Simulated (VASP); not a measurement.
# Ta4C5 (a cell with a defect) in VASP: relaxation of the atoms with PBE

Aim: the relaxation of the atoms of Ta4C5 (a cell with a defect) with PBE.

Everything below comes from runs of VASP 6.6.1. Logs are shortened: lines on timing, memory, paths and dates and some standing lists are left out, and cuts for length are marked.

### 1 The cell of the first run

The cell holds a defect, 9 atoms: a = 4.475 Å, b = 4.475 Å, c = 4.475 Å, α = 90.00°, β = 90.00°, γ = 90.00°.

### 2 Relaxation of the atoms, PBE (with an interstitial atom)

INCAR

```
PREC = Accurate ; ENCUT = 520
EDIFF = 1E-6 ; ISMEAR = 0
SIGMA = 0.1 ; LREAL = F
LASPH = T ; NELM = 80
ALGO = Normal ; ISIF = 2
LWAVE = F ; LCHARG = F
GGA = PE ; IBRION = 2
NSW = 65 ; EDIFFG = -0.025
```

KPOINTS

```
Automatic mesh
0
Gamma
  6 6 6
  0.5 0.5 0.5
```

POSCAR

```
Ta4C5
1.0
    0.0000000000     -4.4754012993      0.0000000000
    0.0000000000      0.0000000000     -4.4754012993
    4.4754012993      0.0000000000      0.0000000000
Ta C
4 5
Direct
    1.0000000000      1.0000000000      0.0000000000
    0.5000000000      1.0000000000      0.5000000000
    1.0000000000      0.5000000000      0.5000000000
    0.5000000000      0.5000000000      0.0000000000
    0.0000000000      0.0000000000      0.5000000000
    0.5000000000      0.0000000000      0.0000000000
    0.0000000000      0.5000000000      0.0000000000
    0.5000000000      0.5000000000      0.5000000000
    0.7500000000      0.7500000000      0.2500000000
```

Potentials or basis: VASP PAW PBE potentials, release 64 (Ta_pv, C).

Run with:

```
$ cat potpaw_PBE.64/Ta_pv/POTCAR potpaw_PBE.64/C/POTCAR > POTCAR
$ mpirun -np 1 vasp_std > vasp.out
```

OUTCAR:

```text
PREC = Accurate
   ENCUT = 520
   EDIFF = 1E-6
   ISMEAR = 0
   LREAL = F
   LASPH = T
   NELM = 80
   ISIF = 2
   GGA = PE
   IBRION = 2
   NSW = 65
   EDIFFG = -0.025

 ion  position               nearest neighbor table
   1  0.000  0.000  0.000-   9 1.94   6 2.24   7 2.24   5 2.24   5 2.24   7 2.24   6 2.24   2 3.16
                             3 3.16   3 3.16   3 3.16   4 3.16   4 3.16   3 3.16   2 3.16   4 3.16
   2  0.500  0.000  0.500-   9 1.94   6 2.24   8 2.24   5 2.24   6 2.24   8 2.24   5 2.24   1 3.16
                             4 3.16   3 3.16   3 3.16   4 3.16   4 3.16   4 3.16   1 3.16   3 3.16
   3  0.000  0.500  0.500-   9 1.94   7 2.24   8 2.24   5 2.24   7 2.24   5 2.24   8 2.24   1 3.16
                             4 3.16   2 3.16   1 3.16   2 3.16   4 3.16   1 3.16   2 3.16   4 3.16
   4  0.500  0.500  0.000-   9 1.94   7 2.24   8 2.24   6 2.24   8 2.24   6 2.24   7 2.24   2 3.16
                             3 3.16   2 3.16   1 3.16   2 3.16   3 3.16   2 3.16   1 3.16   3 3.16
   5  0.000  0.000  0.500-   9 1.94   2 2.24   3 2.24   1 2.24   1 2.24   3 2.24   2 2.24
   6  0.500  0.000  0.000-   9 1.94   2 2.24   4 2.24   1 2.24   2 2.24   4 2.24   1 2.24
   7  0.000  0.500  0.000-   9 1.94   3 2.24   4 2.24   1 2.24   3 2.24   1 2.24   4 2.24
   8  0.500  0.500  0.500-   9 1.94   3 2.24   4 2.24   2 2.24   4 2.24   2 2.24   3 2.24
   9  0.750  0.750  0.250-   1 1.94   2 1.94   3 1.94   4 1.94   5 1.94   6 1.94   7 1.94   8 1.94

  LATTYP: Found a simple cubic cell.
 ALAT       =     4.4754012993

  Lattice vectors:

 A1 = (   0.0000000000,  -4.4754012993,   0.0000000000)
 A2 = (   0.0000000000,   0.0000000000,  -4.4754012993)
 A3 = (   4.4754012993,   0.0000000000,   0.0000000000)

Analysis of symmetry for initial positions (statically):
=====================================================================
 Subroutine PRICEL returns:
 Original cell was already a primitive cell.

 Routine SETGRP: Setting up the symmetry group for a
 simple cubic supercell.

 Subroutine GETGRP returns: Found 24 space group operations
 (whereof  6 operations were pure point group operations)
 out of a pool of 48 trial point group operations.

The static configuration has the point symmetry C_3v.
 The point group associated with its full space group is T_d .

Analysis of symmetry for dynamics (positions and initial velocities):
=====================================================================
 Subroutine PRICEL returns:
 Original cell was already a primitive cell.

 Routine SETGRP: Setting up the symmetry group for a
 simple cubic supercell.

 Subroutine GETGRP returns: Found 24 space group operations
 (whereof  6 operations were pure point group operations)
 out of a pool of 48 trial point group operations.

The dynamic configuration has the point symmetry C_3v.
 The point group associated with its full space group is T_d .

 Subroutine INISYM returns: Found 24 space group operations
 (whereof  6 operations are pure point group operations),
 and found     1 'primitive' translations

----------------------------------------------------------------------------------------

                                     Primitive cell

  volume of cell :      89.6388

  direct lattice vectors                    reciprocal lattice vectors
     0.000000000 -4.475401299  0.000000000     0.000000000 -0.223443650  0.000000000
     0.000000000  0.000000000 -4.475401299     0.000000000  0.000000000 -0.223443650
     4.475401299  0.000000000  0.000000000     0.223443650  0.000000000  0.000000000

  length of vectors
     4.475401299  4.475401299  4.475401299     0.223443650  0.223443650  0.223443650

  position of ions in fractional coordinates (direct lattice)
     0.000000000  0.000000000  0.000000000
     0.500000000  0.000000000  0.500000000
     0.000000000  0.500000000  0.500000000
     0.500000000  0.500000000  0.000000000
     0.000000000  0.000000000  0.500000000
     0.500000000  0.000000000  0.000000000
     0.000000000  0.500000000  0.000000000
     0.500000000  0.500000000  0.500000000
     0.750000000  0.750000000  0.250000000

  ion indices of the primitive-cell ions
   primitive index   ion index
                 1           1
                 2           2
                 3           3
                 4           4
                 5           5
                 6           6
                 7           7
                 8           8
                 9           9

----------------------------------------------------------------------------------------

 KPOINTS: Automatic mesh

Automatic generation of k-mesh.
 Grid dimensions read from file:
 generate k-points for:    6    6    6

 Generating k-lattice:

  Cartesian coordinates                     Fractional coordinates (reciprocal lattice)
     0.000000000 -0.037240608  0.000000000     0.166666667  0.000000000  0.000000000
     0.000000000  0.000000000 -0.037240608     0.000000000  0.166666667  0.000000000
     0.037240608  0.000000000  0.000000000     0.000000000  0.000000000  0.166666667

  Length of vectors
     0.037240608  0.037240608  0.037240608

  Shift w.r.t. Gamma in fractional coordinates (k-lattice)
     0.500000000  0.500000000  0.500000000

 Subroutine IBZKPT returns following result:
 ===========================================

 Found     10 irreducible k-points:

 Following reciprocal coordinates:
            Coordinates               Weight
  0.083333  0.083333  0.083333      8.000000
  0.250000  0.083333  0.083333     24.000000
  0.416667  0.083333  0.083333     24.000000
  0.250000  0.250000  0.083333     24.000000
  0.416667  0.250000  0.083333     48.000000
  0.416667  0.416667  0.083333     24.000000
  0.250000  0.250000  0.250000      8.000000
  0.416667  0.250000  0.250000     24.000000
  0.416667  0.416667  0.250000     24.000000
  0.416667  0.416667  0.416667      8.000000
   k-points           NKPTS =     10   k-points in BZ     NKDIM =     10   number of bands    NBANDS=     38
   number of dos      NEDOS =    301   number of ions     NIONS =      9
   total plane-waves  NPLWV =  46656
   dimension x,y,z NGX =    36 NGY =   36 NGZ =   36
   dimension x,y,z NGXF=    72 NGYF=   72 NGZF=   72
   ions per type =               4   5
   NGX,Y,Z   is equivalent  to a cutoff of  13.37, 13.37, 13.37 a.u.
   NGXF,Y,Z  is equivalent  to a cutoff of  26.75, 26.75, 26.75 a.u.
 SYSTEM =  unknown system
   PREC   = accura    normal or accurate (medium, high low for compatibility)
   ISTART =      0    job   : 0-new  1-cont  2-samecut
   ICHARG =      2    charge: 1-file 2-atom 10-const
   ISPIN  =      1    spin polarized calculation?
   LNONCOLLINEAR =      F non collinear calculations
   LSORBIT =      F    spin-orbit coupling
   LASPH  =      T    aspherical Exc in radial PAW
   ENCUT  =  520.0 eV  38.22 Ry    6.18 a.u.   8.32  8.32  8.32*2*pi/ulx,y,z
   NELM   =     80;   NELMIN=  2; NELMDL= -5     # of ELM steps
   EDIFF  = 0.1E-05   stopping-criterion for ELM
   LREAL  =      F    real-space projection
   EDIFFG = -.3E-01   stopping-criterion for IOM
   NSW    =     65    number of steps for IOM
   IBRION =      2    ionic relax: 0-MD 1-quasi-New 2-CG
   NFREE  =      1    steps in history (QN), initial steepest desc. (CG)
   ISIF   =      2    stress and relaxation
   ISYM   =      2    0-nonsym 1-usesym 2-fastsym
   POTIM  = 0.5000    time-step for ionic-motion
   TEBEG  =    0.0;   TEEND  =   0.0 temperature during run
   PSTRESS=    0.0 pullay stress
   NELECT =      64.0000    total number of electrons
   NUPDOWN=      -1.0000    fix difference up-down
   EMIN   =  10.00;   EMAX   =-10.00  energy-range for DOS
   EFERMI =   0.00;   METHOD = LEGACY
   ISMEAR =     0;   SIGMA  =   0.10  broadening in eV -4-tet -1-fermi 0-gaus
   EFERMI_NEDOS =   21; number of points for ismear=-14 and -15
   IALGO  =     38    algorithm
   IMIX   =      4    mixing-type and parameters
     AMIX     =   0.40;   BMIX     =  1.00
     AMIX_MAG =   1.60;   BMIX_MAG =  1.00
  volume/ion in A,a.u.               =       9.96        67.21
  Fermi-wavevector in a.u.,A,eV,Ry     =   1.463197  2.765042 29.129336  2.140946
  Thomas-Fermi vector in A             =   2.579321
   LORBIT       =      0    0 simple, 1 ext, 2 COOP (PROOUT), +10 PAW based schemes
   GGA     = PE    functional components
   LHFCALC =     F    Hartree Fock is set to
   AEXX    =    0.0000 exact exchange contribution
   IVDW    =     0    specifies the selected vdW correction
   LEPSILON=     F    determine dielectric tensor
   LRPA    =     F    only Hartree local field effects (RPA)
 conjugate gradient relaxation of ions
 non-spin polarized calculation
 Gauss-broadening in eV      SIGMA  =   0.10
  energy-cutoff  :      520.00
  volume of cell :       89.64
 maximum number of plane-waves:      2430
 NGX is ok and might be reduce to    36
   NGX = 17   NGY = 17   NGZ = 17

--------------------------------------- Ionic step        1  -------------------------------------------

 number of electron      63.9999993 magnetization

 Free energy of the ion-electron system (eV)
  ---------------------------------------------------
  ext. energy  EPLUGINS =         0.00000000
  ---------------------------------------------------
  free energy    TOTEN  =       -89.35907000 eV

  energy without entropy =      -89.34157817  energy(sigma->0) =      -89.35032409

------------------------ aborting loop because EDIFF is reached ----------------------------------------

  FORCE on cell =-STRESS in cart. coord.  units (eV):
  Direction    XX          YY          ZZ          XY          YZ          ZX
  --------------------------------------------------------------------------------------
  -------------------------------------------------------------------------------------
  Total       20.3929101     20.3929101     20.3929101      0.0000000     -0.0000000     -0.0000000
  in kB      364.4968981    364.4968981    364.4968981      0.0000000     -0.0000000     -0.0000000
  external PRESSURE =     364.4968981 kB  Pullay stress =       0.0000000 kB

 VOLUME and BASIS-vectors are now :
 -----------------------------------------------------------------------------
  energy-cutoff  :      520.00
  volume of cell :       89.64
      direct lattice vectors                 reciprocal lattice vectors
     0.000000000 -4.475401299  0.000000000     0.000000000 -0.223443650  0.000000000
     0.000000000  0.000000000 -4.475401299     0.000000000  0.000000000 -0.223443650
     4.475401299  0.000000000  0.000000000     0.223443650  0.000000000  0.000000000
[... 259 lines left out ...]
 POSITION                                       TOTAL-FORCE (eV/Angst)
 -----------------------------------------------------------------------------------
      4.40640     -0.06900     -0.06900        -0.022917     -0.022917     -0.022917
      2.30670     -2.16870     -0.06900         0.022917      0.022917     -0.022917
      2.30670     -0.06900     -2.16870         0.022917     -0.022917      0.022917
      4.40640     -2.16870     -2.16870        -0.022917      0.022917      0.022917
      2.26424     -0.02654     -0.02654        -0.015779      0.015779      0.015779
      4.44886     -2.21116     -0.02654         0.015779     -0.015779      0.015779
      4.44886     -0.02654     -2.21116         0.015779      0.015779     -0.015779
      2.26424     -2.21116     -2.21116        -0.015779     -0.015779     -0.015779
      1.11885     -3.35655     -3.35655         0.000000      0.000000     -0.000000
 -----------------------------------------------------------------------------------
    total drift:                                0.000000     -0.000000     -0.000000

  FREE ENERGIE OF THE ION-ELECTRON SYSTEM (eV)
  ---------------------------------------------------
  free  energy   TOTEN  =       -90.7199532367 eV

  energy  without entropy=      -90.6999021999  energy(sigma->0) =      -90.70992772

--------------------------------------- Ionic step        8  -------------------------------------------

 number of electron      63.9999992 magnetization

 Free energy of the ion-electron system (eV)
  ---------------------------------------------------
  ext. energy  EPLUGINS =         0.00000000
  ---------------------------------------------------
  free energy    TOTEN  =       -90.72070903 eV

  energy without entropy =      -90.70015235  energy(sigma->0) =      -90.71043069

 E-fermi :   9.1158     XC(G=0): -13.4651

 val. band max:        9.0889503636   @ k =   0.2500   0.2500   0.0833
 cond. band min:       9.1183999700   @ k =   0.4167   0.2500   0.0833
 fundamental gap:      0.0294496064
 Fermi energy:         9.1157639848

 k-point     1 :       0.0833    0.0833    0.0833
  band No.  band energies     occupation
      1     -26.5832      2.00000
      2     -26.4147      2.00000
      3     -26.4147      2.00000
      4     -26.1248      2.00000
      5     -26.1107      2.00000
      6     -26.1107      2.00000
[... 421 lines left out ...]
 POSITION                                       TOTAL-FORCE (eV/Angst)
 -----------------------------------------------------------------------------------
      4.40413     -0.07127     -0.07127         0.001516      0.001516      0.001516
      2.30897     -2.16643     -0.07127        -0.001516     -0.001516      0.001516
      2.30897     -0.07127     -2.16643        -0.001516      0.001516     -0.001516
      4.40413     -2.16643     -2.16643         0.001516     -0.001516     -0.001516
      2.26015     -0.02245     -0.02245        -0.003971      0.003971      0.003971
      4.45295     -2.21525     -0.02245         0.003971     -0.003971      0.003971
      4.45295     -0.02245     -2.21525         0.003971      0.003971     -0.003971
      2.26015     -2.21525     -2.21525        -0.003971     -0.003971     -0.003971
      1.11885     -3.35655     -3.35655         0.000000      0.000000      0.000000
 -----------------------------------------------------------------------------------
    total drift:                                0.000000     -0.000000     -0.000000

  FREE ENERGIE OF THE ION-ELECTRON SYSTEM (eV)
  ---------------------------------------------------
  free  energy   TOTEN  =       -90.7207090265 eV

  energy  without entropy=      -90.7001523522  energy(sigma->0) =      -90.71043069

 reached required accuracy - stopping structural energy minimisation
```

It took 2.6 min on 1 thread of AMD EPYC 7R13 (Zen 3), shared host; peak memory 0.19 GiB.

What came out:

```
Free energy                  : -90.7207 eV
Energy gained by relaxing    : 151.3 meV/atom
Ionic steps                  : 8
Pressure after relaxing      : 30.8 GPa
Largest force after relaxing : 0.007 eV/Å
Band gap on the k mesh       : zero (bands 32 and 33 overlap by 2.17 eV)
```

Forces in eV/Å, atoms in the order of the input:
```
Ta   0.002  0.002  0.002
Ta  -0.002 -0.002  0.002
Ta  -0.002  0.002 -0.002
Ta   0.002 -0.002 -0.002
C   -0.004  0.004  0.004
C    0.004 -0.004  0.004
C    0.004  0.004 -0.004
C   -0.004 -0.004 -0.004
C    0.000  0.000  0.000
```

The path:
```csv
step,energy change (eV),largest force (eV/Å),pressure (GPa)
1,0.0000,4.7861,36.45
2,0.0676,5.5122,43.09
3,-1.3598,0.0594,31.40
4,-1.3593,0.1063,31.47
5,-1.3601,0.1094,31.20
6,-1.3603,0.0551,31.28
7,-1.3609,0.0397,31.14
8,-1.3616,0.0069,30.78
```

Final structure:
```
CELL_PARAMETERS angstrom
0.00000 -4.47540 0.00000
0.00000 0.00000 -4.47540
4.47540 0.00000 0.00000
ATOMIC_POSITIONS crystal
Ta 0.01592 0.01592 0.98408
Ta 0.48408 0.01592 0.51592
Ta 0.01592 0.48408 0.51592
Ta 0.48408 0.48408 0.98408
C 0.00502 0.00502 0.50502
C 0.49498 0.00502 0.99498
C 0.00502 0.49498 0.99498
C 0.49498 0.49498 0.50502
C 0.75000 0.75000 0.25000
```

Levels at points of the mesh, in eV from the Fermi level:
```tsv
k point	band 29	band 30	band 31	band 32	band 33	band 34	band 35	band 36
(0.08, 0.08, 0.08)	-2.46	-2.20	-2.20	-1.66	-1.66	-0.95	1.40	1.40
```

Caveat: the cell differs from its parent crystal (with an interstitial atom); spin-orbit coupling is left out, which moves the levels of the heavy elements.
